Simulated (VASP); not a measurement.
# In3Se (Pm-3m) in VASP: notebook

The runs below take In3Se through single point, with PBE, PBEsol.

Everything below comes from runs of VASP 6.6.1. Logs are shortened: lines on timing, memory, paths and dates and some standing lists are left out, and cuts for length are marked.

## (1) The cell of the first run

It takes space group Pm-3m (No. 221, cubic). The conventional cell has a = 4.790 Å, b = 4.790 Å, c = 4.790 Å, α = 90.00°, β = 90.00°, γ = 90.00°. In (site symmetry 4/mmm) has 8 In at 3.39 Å and 4 Se at 3.39 Å within 4.5 Å. Within 4.5 Å of Se (site symmetry m-3m) lie 12 In at 3.39 Å.

## (2) Single point, PBE

Contents of INCAR:

```
SYSTEM = In3Se
  PREC = Accurate
  ENCUT = 520
  EDIFF = 1E-6
  ISMEAR = 0
  SIGMA = 0.15
  LREAL = .False.
  LASPH = .True.
  NELM = 100
  ALGO = Normal
  ISIF = 2
  LWAVE = .False.
  LCHARG = .False.
  GGA = PE
  NBANDS = 30
```

Contents of KPOINTS:

```
Automatic mesh
0
Gamma
  10 10 10
  0 0 0
```

Contents of POSCAR:

```
In3Se
1.0
    4.7904425522      0.0000000000      0.0000000000
    0.0000000000      4.7904425522      0.0000000000
    0.0000000000      0.0000000000      4.7904425522
In Se
3 1
Direct
    0.0000000000      0.5000000000      0.5000000000
    0.5000000000      0.0000000000      0.5000000000
    0.5000000000      0.5000000000      0.0000000000
    0.0000000000      0.0000000000      0.0000000000
```

Potentials or basis: VASP PAW PBE potentials, release 64 (In_d, Se).

On the command line:

```
$ cat potpaw_PBE.64/In_d/POTCAR potpaw_PBE.64/Se/POTCAR > POTCAR
$ mpirun -np 1 vasp_std > vasp.out
```

OUTCAR:

```text
SYSTEM = In3Se
   PREC = Accurate
   ENCUT = 520
   EDIFF = 1E-6
   ISMEAR = 0
   LREAL = .False.
   LASPH = .True.
   NELM = 100
   ISIF = 2
   GGA = PE

 ion  position               nearest neighbor table
   1  0.000  0.500  0.500-   2 3.39   3 3.39   4 3.39   3 3.39   4 3.39   2 3.39   4 3.39   4 3.39
                             2 3.39   3 3.39   3 3.39   2 3.39
   2  0.500  0.000  0.500-   1 3.39   3 3.39   4 3.39   3 3.39   4 3.39   1 3.39   3 3.39   3 3.39
                             1 3.39   4 3.39   4 3.39   1 3.39
   3  0.500  0.500  0.000-   1 3.39   2 3.39   4 3.39   1 3.39   2 3.39   2 3.39   4 3.39   2 3.39
                             1 3.39   4 3.39   1 3.39   4 3.39
   4  0.000  0.000  0.000-   1 3.39   2 3.39   3 3.39   1 3.39   2 3.39   1 3.39   3 3.39   1 3.39
                             2 3.39   3 3.39   2 3.39   3 3.39

  LATTYP: Found a simple cubic cell.
 ALAT       =     4.7904425522

  Lattice vectors:

 A1 = (   4.7904425522,   0.0000000000,   0.0000000000)
 A2 = (   0.0000000000,   4.7904425522,   0.0000000000)
 A3 = (   0.0000000000,   0.0000000000,   4.7904425522)

Analysis of symmetry for initial positions (statically):
=====================================================================
 Subroutine PRICEL returns:
 Original cell was already a primitive cell.

 Routine SETGRP: Setting up the symmetry group for a
 simple cubic supercell.

 Subroutine GETGRP returns: Found 48 space group operations
 (whereof 48 operations were pure point group operations)
 out of a pool of 48 trial point group operations.

The static configuration has the point symmetry O_h .

Analysis of symmetry for dynamics (positions and initial velocities):
=====================================================================
 Subroutine PRICEL returns:
 Original cell was already a primitive cell.

 Routine SETGRP: Setting up the symmetry group for a
 simple cubic supercell.

 Subroutine GETGRP returns: Found 48 space group operations
 (whereof 48 operations were pure point group operations)
 out of a pool of 48 trial point group operations.

The dynamic configuration has the point symmetry O_h .

 Subroutine INISYM returns: Found 48 space group operations
 (whereof 48 operations are pure point group operations),
 and found     1 'primitive' translations

----------------------------------------------------------------------------------------

                                     Primitive cell

  volume of cell :     109.9327

  direct lattice vectors                    reciprocal lattice vectors
     4.790442552  0.000000000  0.000000000     0.208748981  0.000000000  0.000000000
     0.000000000  4.790442552  0.000000000     0.000000000  0.208748981  0.000000000
     0.000000000  0.000000000  4.790442552     0.000000000  0.000000000  0.208748981

  length of vectors
     4.790442552  4.790442552  4.790442552     0.208748981  0.208748981  0.208748981

  position of ions in fractional coordinates (direct lattice)
     0.000000000  0.500000000  0.500000000
     0.500000000  0.000000000  0.500000000
     0.500000000  0.500000000  0.000000000
     0.000000000  0.000000000  0.000000000

  ion indices of the primitive-cell ions
   primitive index   ion index
                 1           1
                 2           2
                 3           3
                 4           4

----------------------------------------------------------------------------------------

 KPOINTS: Automatic mesh

Automatic generation of k-mesh.
 Grid dimensions read from file:
 generate k-points for:   10   10   10

 Generating k-lattice:

  Cartesian coordinates                     Fractional coordinates (reciprocal lattice)
     0.020874898  0.000000000  0.000000000     0.100000000  0.000000000  0.000000000
     0.000000000  0.020874898  0.000000000     0.000000000  0.100000000  0.000000000
     0.000000000  0.000000000  0.020874898     0.000000000  0.000000000  0.100000000

  Length of vectors
     0.020874898  0.020874898  0.020874898

  Shift w.r.t. Gamma in fractional coordinates (k-lattice)
     0.000000000  0.000000000  0.000000000

 Subroutine IBZKPT returns following result:
 ===========================================

 Found     56 irreducible k-points:

 Following reciprocal coordinates:
            Coordinates               Weight
  0.000000  0.000000  0.000000      1.000000
  0.100000  0.000000  0.000000      6.000000
  0.200000  0.000000  0.000000      6.000000
  0.300000  0.000000  0.000000      6.000000
  0.400000  0.000000  0.000000      6.000000
  0.500000  0.000000  0.000000      3.000000
[... 16 lines left out ...]
  0.200000  0.100000  0.100000     24.000000
  0.300000  0.100000  0.100000     24.000000
 [... further k-points ...]
   k-points           NKPTS =     56   k-points in BZ     NKDIM =     56   number of bands    NBANDS=     30
   number of dos      NEDOS =    301   number of ions     NIONS =      4
   total plane-waves  NPLWV =  46656
   dimension x,y,z NGX =    36 NGY =   36 NGZ =   36
   dimension x,y,z NGXF=    72 NGYF=   72 NGZF=   72
   ions per type =               3   1
   NGX,Y,Z   is equivalent  to a cutoff of  12.49, 12.49, 12.49 a.u.
   NGXF,Y,Z  is equivalent  to a cutoff of  24.99, 24.99, 24.99 a.u.
 SYSTEM =  In3Se
   PREC   = accura    normal or accurate (medium, high low for compatibility)
   ISTART =      0    job   : 0-new  1-cont  2-samecut
   ICHARG =      2    charge: 1-file 2-atom 10-const
   ISPIN  =      1    spin polarized calculation?
   LNONCOLLINEAR =      F non collinear calculations
   LSORBIT =      F    spin-orbit coupling
   LASPH  =      T    aspherical Exc in radial PAW
   ENCUT  =  520.0 eV  38.22 Ry    6.18 a.u.   8.91  8.91  8.91*2*pi/ulx,y,z
   NELM   =    100;   NELMIN=  2; NELMDL= -5     # of ELM steps
   EDIFF  = 0.1E-05   stopping-criterion for ELM
   LREAL  =      F    real-space projection
   EDIFFG = 0.1E-04   stopping-criterion for IOM
   NSW    =      0    number of steps for IOM
   IBRION =     -1    ionic relax: 0-MD 1-quasi-New 2-CG
   NFREE  =      0    steps in history (QN), initial steepest desc. (CG)
   ISIF   =      2    stress and relaxation
   ISYM   =      2    0-nonsym 1-usesym 2-fastsym
   POTIM  = 0.5000    time-step for ionic-motion
   TEBEG  =    0.0;   TEEND  =   0.0 temperature during run
   PSTRESS=    0.0 pullay stress
   NELECT =      45.0000    total number of electrons
   NUPDOWN=      -1.0000    fix difference up-down
   EMIN   =  10.00;   EMAX   =-10.00  energy-range for DOS
   EFERMI =   0.00;   METHOD = LEGACY
   ISMEAR =     0;   SIGMA  =   0.15  broadening in eV -4-tet -1-fermi 0-gaus
   EFERMI_NEDOS =   21; number of points for ismear=-14 and -15
   IALGO  =     38    algorithm
   IMIX   =      4    mixing-type and parameters
     AMIX     =   0.40;   BMIX     =  1.00
     AMIX_MAG =   1.60;   BMIX_MAG =  1.00
  volume/ion in A,a.u.               =      27.48       185.47
  Fermi-wavevector in a.u.,A,eV,Ry     =   1.215542  2.297042 20.103190  1.477543
  Thomas-Fermi vector in A             =   2.350926
   LORBIT       =      0    0 simple, 1 ext, 2 COOP (PROOUT), +10 PAW based schemes
   GGA     = PE    functional components
   LHFCALC =     F    Hartree Fock is set to
   AEXX    =    0.0000 exact exchange contribution
   IVDW    =     0    specifies the selected vdW correction
   LEPSILON=     F    determine dielectric tensor
   LRPA    =     F    only Hartree local field effects (RPA)
 non-spin polarized calculation
 Gauss-broadening in eV      SIGMA  =   0.15
  energy-cutoff  :      520.00
  volume of cell :      109.93
 maximum number of plane-waves:      3016
 NGX is ok and might be reduce to    36
   NGX = 17   NGY = 17   NGZ = 17

 number of electron      45.0000034 magnetization

 Free energy of the ion-electron system (eV)
  ---------------------------------------------------
  ext. energy  EPLUGINS =         0.00000000
  ---------------------------------------------------
  free energy    TOTEN  =       -11.69070760 eV

  energy without entropy =      -11.67157109  energy(sigma->0) =      -11.68113934

 E-fermi :   6.0175     XC(G=0):  -9.7787

 val. band max:        5.9954036308   @ k =   0.5000   0.4000   0.1000
 cond. band min:       6.0186932018   @ k =   0.4000   0.2000   0.2000
 fundamental gap:      0.0232895710
 Fermi energy:         6.0175041320

 k-point     1 :       0.0000    0.0000    0.0000
  band No.  band energies     occupation
      1      -8.7594      2.00000
      2      -8.7546      2.00000
      3      -8.7546      2.00000
      4      -8.7546      2.00000
      5      -8.6334      2.00000
      6      -8.6334      2.00000
[... 22 lines left out ...]
     29      11.3343      0.00000
     30      12.9318      0.00000

 k-point     2 :       0.1000    0.0000    0.0000
  band No.  band energies     occupation
      1      -8.7530      2.00000
      2      -8.7508      2.00000
      3      -8.7455      2.00000
      4      -8.7455      2.00000
      5      -8.6323      2.00000
      6      -8.6275      2.00000
[... 22 lines left out ...]
     29      11.6083      0.00000
     30      12.9815      0.00000

 k-point     3 :       0.2000    0.0000    0.0000
  band No.  band energies     occupation
      1      -8.7486      2.00000
      2      -8.7264      2.00000
      3      -8.7191      2.00000
      4      -8.7191      2.00000
      5      -8.6292      2.00000
      6      -8.6106      2.00000
[... 22 lines left out ...]
     29      12.2414      0.00000
     30      12.9955      0.00000

 k-point     4 :       0.3000    0.0000    0.0000
  band No.  band energies     occupation
      1      -8.7431      2.00000
      2      -8.6909      2.00000
      3      -8.6775      2.00000
      4      -8.6775      2.00000
      5      -8.6247      2.00000
      6      -8.5859      2.00000
[... 616 lines left out ...]
     29      11.9182      0.00000
     30      12.5995      0.00000

 k-point    23 :       0.2000    0.1000    0.1000
  band No.  band energies     occupation
      1      -8.7379      2.00000
      2      -8.7198      2.00000
      3      -8.7107      2.00000
      4      -8.6999      2.00000
      5      -8.6190      2.00000
      6      -8.6042      2.00000
[... 22 lines left out ...]
     29      11.6854      0.00000
     30      12.4470      0.00000

 k-point    24 :       0.3000    0.1000    0.1000
  band No.  band energies     occupation
      1      -8.7295      2.00000
      2      -8.6924      2.00000
      3      -8.6751      2.00000
      4      -8.6592      2.00000
      5      -8.6144      2.00000
      6      -8.5779      2.00000
[... 22 lines left out ...]
     29      10.8841      0.00000
     30      12.8551      0.00000

 [... further k-points ...]
[... 5 lines left out ...]
  --------------------------------------------------------------------------------------
  -------------------------------------------------------------------------------------
  Total       -0.0466556     -0.0466556     -0.0466556      0.0000000      0.0000000      0.0000000
  in kB       -0.6799662     -0.6799662     -0.6799662      0.0000000      0.0000000      0.0000000
  external PRESSURE =      -0.6799662 kB  Pullay stress =       0.0000000 kB

 VOLUME and BASIS-vectors are now :
 -----------------------------------------------------------------------------
  energy-cutoff  :      520.00
  volume of cell :      109.93
      direct lattice vectors                 reciprocal lattice vectors
     4.790442552  0.000000000  0.000000000     0.208748981  0.000000000  0.000000000
     0.000000000  4.790442552  0.000000000     0.000000000  0.208748981  0.000000000
     0.000000000  0.000000000  4.790442552     0.000000000  0.000000000  0.208748981

 POSITION                                       TOTAL-FORCE (eV/Angst)
 -----------------------------------------------------------------------------------
      0.00000      2.39522      2.39522         0.000000      0.000000      0.000000
      2.39522      0.00000      2.39522         0.000000      0.000000      0.000000
      2.39522      2.39522      0.00000         0.000000      0.000000      0.000000
      0.00000      0.00000      0.00000         0.000000      0.000000      0.000000
 -----------------------------------------------------------------------------------
    total drift:                                0.000000      0.000000      0.000000

  FREE ENERGIE OF THE ION-ELECTRON SYSTEM (eV)
  ---------------------------------------------------
  free  energy   TOTEN  =       -11.6907075950 eV

  energy  without entropy=      -11.6715710920  energy(sigma->0) =      -11.68113934
```

Run time: 4.3 min. Hardware: 1 thread of AMD EPYC 7R13, shared host; peak memory 0.27 GiB.

What came out:

- Free energy: -11.6907 eV
- Pressure: -0.1 GPa

Levels at points of the mesh, in eV from the Fermi level:
| k point | band 20 | band 21 | band 22 | band 23 | band 24 | band 25 |
| --- | --- | --- | --- | --- | --- | --- |
| (0.00, 0.00, 0.00) | -3.26 | -2.18 | -2.18 | 1.16 | 1.16 | 1.16 |
| (0.50, 0.00, 0.00) | -2.44 | -1.63 | -1.03 | -0.08 | -0.08 | 1.43 |
| (0.50, 0.50, 0.00) | -1.94 | -0.82 | -0.67 | -0.67 | 1.43 | 1.81 |
| (0.50, 0.50, 0.50) | -4.16 | -4.16 | -4.16 | -3.19 | 3.05 | 3.05 |

Caveat: spin-orbit coupling is left out, which moves the levels of the heavy elements.

(Part 1 of 2 ends here.)
